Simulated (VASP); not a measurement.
# Sn in VASP: a series of runs, part 2 of 3

VASP 6.6.1. Earlier steps stand in the parts before.

**4. Electric field gradients, PBE (equal xy, yz and zx shear strains of +3 %)**

INCAR reads:

```
  ALGO = Normal
  EDIFF = 1E-8
  ENCUT = 520
  GGA = PE
  ISIF = 2
  ISMEAR = -1
  LASPH = True
  LCHARG = False
  LEFG = True
  LREAL = False
  LWAVE = False
  NBANDS = 21
  NELM = 80
  PREC = Accurate
  SIGMA = 0.03
```

KPOINTS reads:

```
k-points
0
Gamma
  9 9 9
```

POSCAR reads:

```
Sn
1.0
    0.0973680000      3.2942840000      3.2942840000
    3.2942840000      0.0973680000      3.2942840000
    3.2942840000      3.2942840000      0.0973680000
Sn
2
Direct
    0.5000000000      0.5000000000      0.5000000000
    0.7500000000      0.7500000000      0.7500000000
```

Potentials or basis: VASP PAW PBE potentials, release 64 (Sn_d).

Command:

```bash
$ cat potpaw_PBE.64/Sn_d/POTCAR > POTCAR
$ mpirun -np 1 vasp_std > vasp.out
```

OUTCAR:

```text
EDIFF = 1E-8
   ENCUT = 520
   GGA = PE
   ISIF = 2
   ISMEAR = -1
   LASPH = True
   LREAL = False
   NELM = 80
   PREC = Accurate

 ion  position               nearest neighbor table
   1  0.500  0.500  0.500-   2 2.78   2 2.78   2 2.78   2 2.90
   2  0.750  0.750  0.750-   1 2.78   1 2.78   1 2.78   1 2.90

  LATTYP: Found a trigonal (rhomboedric) cell.
 ALAT       =     4.6598384814
 COS(alpha) =     0.5293254421

  Lattice vectors:

 A1 = (   0.0973680000,   3.2942840000,   3.2942840000)
 A2 = (   3.2942840000,   0.0973680000,   3.2942840000)
 A3 = (   3.2942840000,   3.2942840000,   0.0973680000)

Analysis of symmetry for initial positions (statically):
=====================================================================
 Subroutine PRICEL returns:
 Original cell was already a primitive cell.

 Routine SETGRP: Setting up the symmetry group for a
 trigonal (rhombohedral) supercell.

 Subroutine GETGRP returns: Found 12 space group operations
 (whereof  6 operations were pure point group operations)
 out of a pool of 12 trial point group operations.

The static configuration has the point symmetry C_3v.
 The point group associated with its full space group is D_3d.

Analysis of symmetry for dynamics (positions and initial velocities):
=====================================================================
 Subroutine PRICEL returns:
 Original cell was already a primitive cell.

 Routine SETGRP: Setting up the symmetry group for a
 trigonal (rhombohedral) supercell.

 Subroutine GETGRP returns: Found 12 space group operations
 (whereof  6 operations were pure point group operations)
 out of a pool of 12 trial point group operations.

The dynamic configuration has the point symmetry C_3v.
 The point group associated with its full space group is D_3d.

 Subroutine INISYM returns: Found 12 space group operations
 (whereof  6 operations are pure point group operations),
 and found     1 'primitive' translations

----------------------------------------------------------------------------------------

                                     Primitive cell

  volume of cell :      68.3321

  direct lattice vectors                    reciprocal lattice vectors
     0.097368000  3.294284000  3.294284000    -0.158678412  0.154123051  0.154123051
     3.294284000  0.097368000  3.294284000     0.154123051 -0.158678412  0.154123051
     3.294284000  3.294284000  0.097368000     0.154123051  0.154123051 -0.158678412

  length of vectors
     4.659838481  4.659838481  4.659838481     0.269604651  0.269604651  0.269604651

  position of ions in fractional coordinates (direct lattice)
     0.500000000  0.500000000  0.500000000
     0.750000000  0.750000000  0.750000000

  ion indices of the primitive-cell ions
   primitive index   ion index
                 1           1
                 2           2

----------------------------------------------------------------------------------------

 KPOINTS: k-points

Automatic generation of k-mesh.
[... 65 lines left out ...]
   NELM   =     80;   NELMIN=  2; NELMDL= -5     # of ELM steps
   EDIFF  = 0.1E-07   stopping-criterion for ELM
   LREAL  =      F    real-space projection
   EDIFFG = 0.1E-06   stopping-criterion for IOM
   NSW    =      0    number of steps for IOM
   IBRION =     -1    ionic relax: 0-MD 1-quasi-New 2-CG
   NFREE  =      0    steps in history (QN), initial steepest desc. (CG)
   ISIF   =      2    stress and relaxation
   ISYM   =      2    0-nonsym 1-usesym 2-fastsym
   POTIM  = 0.5000    time-step for ionic-motion
   TEBEG  =    0.0;   TEEND  =   0.0 temperature during run
   PSTRESS=    0.0 pullay stress
   NELECT =      28.0000    total number of electrons
   NUPDOWN=      -1.0000    fix difference up-down
   EMIN   =  10.00;   EMAX   =-10.00  energy-range for DOS
   EFERMI =   0.00;   METHOD = LEGACY
   ISMEAR =    -1;   SIGMA  =   0.03  broadening in eV -4-tet -1-fermi 0-gaus
   EFERMI_NEDOS =   21; number of points for ismear=-14 and -15
   IALGO  =     38    algorithm
   IMIX   =      4    mixing-type and parameters
     AMIX     =   0.40;   BMIX     =  1.00
     AMIX_MAG =   1.60;   BMIX_MAG =  1.00
  volume/ion in A,a.u.               =      34.17       230.56
  Fermi-wavevector in a.u.,A,eV,Ry     =   1.215960  2.297831 20.117012  1.478559
  Thomas-Fermi vector in A             =   2.351330
   LORBIT       =      0    0 simple, 1 ext, 2 COOP (PROOUT), +10 PAW based schemes
   GGA     = PE    functional components
   LHFCALC =     F    Hartree Fock is set to
   AEXX    =    0.0000 exact exchange contribution
   IVDW    =     0    specifies the selected vdW correction
   LEPSILON=     F    determine dielectric tensor
   LRPA    =     F    only Hartree local field effects (RPA)
 non-spin polarized calculation
  energy-cutoff  :      520.00
  volume of cell :       68.33
 maximum number of plane-waves:      1865
   NGX = 17   NGY = 17   NGZ = 17

 number of electron      28.0000014 magnetization

 Free energy of the ion-electron system (eV)
  ---------------------------------------------------
  ext. energy  EPLUGINS =         0.00000000
  ---------------------------------------------------
  free energy    TOTEN  =        -7.60960718 eV

  energy without entropy =       -7.60878678  energy(sigma->0) =       -7.60919698

 E-fermi :   5.5783     XC(G=0):  -8.8754

 val. band max:        5.5612799864   @ k =   0.1111   0.1111   0.1111
 cond. band min:       5.6704404701   @ k =   0.0000   0.0000   0.0000
 fundamental gap:      0.1091604837
 Fermi energy:         5.5782806758

 k-point     1 :       0.0000    0.0000    0.0000
  band No.  band energies     occupation
      1     -16.0736      2.00000
      2     -16.0736      2.00000
      3     -15.9984      2.00000
      4     -15.9889      2.00000
      5     -15.9889      2.00000
      6     -15.7209      2.00000
[... 565 lines left out ...]
     20      15.5123      0.00000
     21      15.8187      0.00000

 [... further k-points ...]
[... 5 lines left out ...]
  --------------------------------------------------------------------------------------
  -------------------------------------------------------------------------------------
  Total        1.4302164      1.4302164      1.4302164     -0.6379493     -0.6379493     -0.6379493
  in kB       33.5341778     33.5341778     33.5341778    -14.9579507    -14.9579507    -14.9579507
  external PRESSURE =      33.5341778 kB  Pullay stress =       0.0000000 kB

 VOLUME and BASIS-vectors are now :
 -----------------------------------------------------------------------------
  energy-cutoff  :      520.00
  volume of cell :       68.33
      direct lattice vectors                 reciprocal lattice vectors
     0.097368000  3.294284000  3.294284000    -0.158678412  0.154123051  0.154123051
     3.294284000  0.097368000  3.294284000     0.154123051 -0.158678412  0.154123051
     3.294284000  3.294284000  0.097368000     0.154123051  0.154123051 -0.158678412

 POSITION                                       TOTAL-FORCE (eV/Angst)
 -----------------------------------------------------------------------------------
      3.34297      3.34297      3.34297         0.256111      0.256111      0.256111
      5.01445      5.01445      5.01445        -0.256111     -0.256111     -0.256111
 -----------------------------------------------------------------------------------
    total drift:                                0.000000      0.000000      0.000000

  FREE ENERGIE OF THE ION-ELECTRON SYSTEM (eV)
  ---------------------------------------------------
  free  energy   TOTEN  =        -7.6096071794 eV

  energy  without entropy=       -7.6087867790  energy(sigma->0) =       -7.60919698

 Electric field gradients (V/A^2)
---------------------------------------------------------------------
 ion       V_xx      V_yy      V_zz      V_xy      V_xz      V_yz
---------------------------------------------------------------------
   1      -0.000    -0.000    -0.000    21.647    21.647    21.647
   2      -0.000    -0.000    -0.000    21.647    21.647    21.647
---------------------------------------------------------------------

 Electric field gradients after diagonalization (V/A^2)
 (convention: |V_zz| > |V_xx| > |V_yy|)
----------------------------------------------------------------------
 ion       V_xx      V_yy      V_zz     asymmetry (V_yy - V_xx)/ V_zz
----------------------------------------------------------------------
   1     -21.647   -21.647    43.293       0.000
   2     -21.647   -21.647    43.293       0.000
----------------------------------------------------------------------

           NMR quadrupolar parameters

 Cq : quadrupolar parameter    Cq=e*Q*V_zz/h
 eta: asymmetry parameters     (V_yy - V_xx)/ V_zz
 Q  : nuclear electric quadrupole moment in mb (millibarn)
----------------------------------------------------------------------
 ion       Cq(MHz)       eta       Q (mb)
----------------------------------------------------------------------
   1       0.105       0.000       1.000
   2       0.105       0.000       1.000
----------------------------------------------------------------------
```

stdout:

```text
POSCAR found type information on POSCAR Sn
 POSCAR found :  1 types and       2 ions
 scaLAPACK will be used
 LDA part: xc-table for (Slater+PW92), standard interpolation
 POSCAR, INCAR and KPOINTS ok, starting setup
 FFT: planning ... GRIDC
 FFT: planning ... GRID_SOFT
 FFT: planning ... GRID
 WAVECAR not read
 entering main loop
ion   1

ion   2
```

It took 69 s on 1 thread of AMD EPYC 9R45 (Zen 5), shared host; peak memory 0.23 GiB.

What came out:

* Free energy: -7.6096 eV
* Pressure: 3.4 GPa
* Largest force: 0.444 eV/Å
* Band gap on the k mesh: zero (band 14 reaches 5.75 eV, above the bottom of band 15 at 5.55 eV)

Forces on the atoms (eV/Å):
```
Sn   0.256  0.256  0.256
Sn  -0.256 -0.256 -0.256
```

Stress tensor (GPa, compression positive):
```
 3.35 -1.50 -1.50
-1.50  3.35 -1.50
-1.50 -1.50  3.35
```

Electric field gradients, principal values (V/Å²):
| atom | least | middle | greatest (by size) |
| --- | --- | --- | --- |
| 1 Sn | -21.647 | -21.647 | 43.293 |
| 2 Sn | -21.647 | -21.647 | 43.293 |

Caveat: the cell differs from its parent crystal (equal xy, yz and zx shear strains of +3 %); without QUAD_EFG the Cq values of the log hold for a quadrupole moment of 1 mb, not for the nuclei; spin-orbit coupling is left out, which moves the levels of the heavy elements.

**5. Electric field gradients, PBE (equal xy, yz and zx shear strains of -1 %)**

INCAR reads:

```
SYSTEM = Sn
ALGO     = Normal         ! electronic algorithm
EDIFF    = 1E-8           ! SCF threshold, eV
ENCUT    = 520            ! plane-wave cutoff, eV
GGA      = PE             ! functional
ISIF     = 2              ! what is computed and relaxed
ISMEAR   = -1             ! smearing method
LASPH    = .True.         ! aspherical terms in the spheres
LCHARG   = .False.        ! write CHGCAR
LEFG     = .True.       
LREAL    = .False.        ! projectors in reciprocal space
LWAVE    = .False.        ! write WAVECAR
NBANDS   = 21             ! bands
NELM     = 100            ! most SCF steps
PREC     = Accurate       ! precision mode
SIGMA    = 0.03           ! smearing width, eV
```

KPOINTS reads:

```
k-points
0
Gamma
  9 9 9
  0 0 0
```

POSCAR reads:

```
Sn
1.0
   -0.0324560000      3.2293720000      3.2293720000
    3.2293720000     -0.0324560000      3.2293720000
    3.2293720000      3.2293720000     -0.0324560000
Sn
2
Direct
    0.5000000000      0.5000000000      0.5000000000
    0.7500000000      0.7500000000      0.7500000000
```

Potentials or basis: VASP PAW PBE potentials, release 64 (Sn_d).

Command:

```bash
$ cat potpaw_PBE.64/Sn_d/POTCAR > POTCAR
$ mpirun -np 1 vasp_std > vasp.out
```

OUTCAR:

```text
SYSTEM = Sn
   EDIFF = 1E-8
   ENCUT = 520
   GGA = PE
   ISIF = 2
   ISMEAR = -1
   LASPH = .True.
   LREAL = .False.
   NELM = 100
   PREC = Accurate

 ion  position               nearest neighbor table
   1  0.500  0.500  0.500-   2 2.78   2 2.82   2 2.82   2 2.82
   2  0.750  0.750  0.750-   1 2.78   1 2.82   1 2.82   1 2.82

  LATTYP: Found a trigonal (rhomboedric) cell.
 ALAT       =     4.5671370048
 COS(alpha) =     0.4899250057

  Lattice vectors:

 A1 = (  -0.0324560000,   3.2293720000,   3.2293720000)
 A2 = (   3.2293720000,  -0.0324560000,   3.2293720000)
 A3 = (   3.2293720000,   3.2293720000,  -0.0324560000)

Analysis of symmetry for initial positions (statically):
=====================================================================
 Subroutine PRICEL returns:
 Original cell was already a primitive cell.

 Routine SETGRP: Setting up the symmetry group for a
[... 767 lines left out ...]
  energy-cutoff  :      520.00
  volume of cell :       68.37
      direct lattice vectors                 reciprocal lattice vectors
    -0.032456000  3.229372000  3.229372000    -0.152514096  0.154062462  0.154062462
     3.229372000 -0.032456000  3.229372000     0.154062462 -0.152514096  0.154062462
     3.229372000  3.229372000 -0.032456000     0.154062462  0.154062462 -0.152514096

 POSITION                                       TOTAL-FORCE (eV/Angst)
 -----------------------------------------------------------------------------------
      3.21314      3.21314      3.21314        -0.104483     -0.104483     -0.104483
      4.81972      4.81972      4.81972         0.104483      0.104483      0.104483
 -----------------------------------------------------------------------------------
    total drift:                                0.000000      0.000000      0.000000

  FREE ENERGIE OF THE ION-ELECTRON SYSTEM (eV)
  ---------------------------------------------------
  free  energy   TOTEN  =        -7.6361110468 eV

  energy  without entropy=       -7.6356770890  energy(sigma->0) =       -7.63589407

 Electric field gradients (V/A^2)
---------------------------------------------------------------------
 ion       V_xx      V_yy      V_zz      V_xy      V_xz      V_yz
---------------------------------------------------------------------
   1      -0.000     0.000     0.000    -7.756    -7.756    -7.756
   2      -0.000    -0.000     0.000    -7.756    -7.756    -7.756
---------------------------------------------------------------------

 Electric field gradients after diagonalization (V/A^2)
 (convention: |V_zz| > |V_xx| > |V_yy|)
----------------------------------------------------------------------
 ion       V_xx      V_yy      V_zz     asymmetry (V_yy - V_xx)/ V_zz
----------------------------------------------------------------------
   1       7.756     7.756   -15.512       0.000
   2       7.756     7.756   -15.512       0.000
----------------------------------------------------------------------

           NMR quadrupolar parameters

 Cq : quadrupolar parameter    Cq=e*Q*V_zz/h
 eta: asymmetry parameters     (V_yy - V_xx)/ V_zz
 Q  : nuclear electric quadrupole moment in mb (millibarn)
----------------------------------------------------------------------
 ion       Cq(MHz)       eta       Q (mb)
----------------------------------------------------------------------
   1      -0.038       0.000       1.000
   2      -0.038       0.000       1.000
----------------------------------------------------------------------
```

OSZICAR:

```text
N       E                     dE             d eps       ncg     rms          rms(c)
DAV:   1     0.231524147222E+03    0.23152E+03   -0.14896E+04  3600   0.196E+03
DAV:   2     0.174635054146E+02   -0.21406E+03   -0.20965E+03  3600   0.450E+02
DAV:   3    -0.689055475192E+01   -0.24354E+02   -0.24215E+02  4178   0.140E+02
DAV:   4    -0.767069130062E+01   -0.78014E+00   -0.77979E+00  4025   0.285E+01
DAV:   5    -0.769720106716E+01   -0.26510E-01   -0.26509E-01  5121   0.510E+00    0.323E+00
DAV:   6    -0.765414872880E+01    0.43052E-01   -0.28499E-02  4872   0.201E+00    0.189E+00
DAV:   7    -0.763384556455E+01    0.20303E-01   -0.45955E-02  3954   0.221E+00    0.163E-01
DAV:   8    -0.763571627012E+01   -0.18707E-02   -0.59618E-03  4030   0.853E-01    0.493E-02
DAV:   9    -0.763607857993E+01   -0.36231E-03   -0.46072E-04  4218   0.161E-01    0.139E-02
DAV:  10    -0.763610668360E+01   -0.28104E-04   -0.45602E-05  4264   0.504E-02    0.576E-03
DAV:  11    -0.763611120140E+01   -0.45178E-05   -0.71334E-06  4077   0.221E-02    0.120E-03
DAV:  12    -0.763611103796E+01    0.16344E-06   -0.51651E-07  4653   0.862E-03    0.817E-04
DAV:  13    -0.763611104681E+01   -0.88503E-08   -0.47309E-08  3310   0.176E-03
   1 F= -.76361110E+01 E0= -.76358941E+01  d E =-.433958E-03
```

It took 60 s on 1 thread of AMD EPYC 9R45 (Zen 5), shared host; peak memory 0.22 GiB.

What came out:

| Item | Value |
| --- | --- |
| Free energy | -7.6361 eV |
| Pressure | 3.2 GPa |
| Largest force | 0.181 eV/Å |
| Band gap on the k mesh | zero (band 14 reaches 5.72 eV, above the bottom of band 15 at 5.56 eV) |

Forces on the atoms (eV/Å):
```
Sn  -0.104 -0.104 -0.104
Sn   0.104  0.104  0.104
```

Stress tensor (GPa, compression positive):
```
3.16 0.53 0.53
0.53 3.16 0.53
0.53 0.53 3.16
```

Electric field gradients, principal values (V/Å²):
```tsv
atom	least	middle	greatest (by size)
1 Sn	7.756	7.756	-15.512
2 Sn	7.756	7.756	-15.512
```

Caveat: the cell differs from its parent crystal (equal xy, yz and zx shear strains of -1 %); without QUAD_EFG the Cq values of the log hold for a quadrupole moment of 1 mb, not for the nuclei; spin-orbit coupling is left out, which moves the levels of the heavy elements.

[end of part 2 of 3]
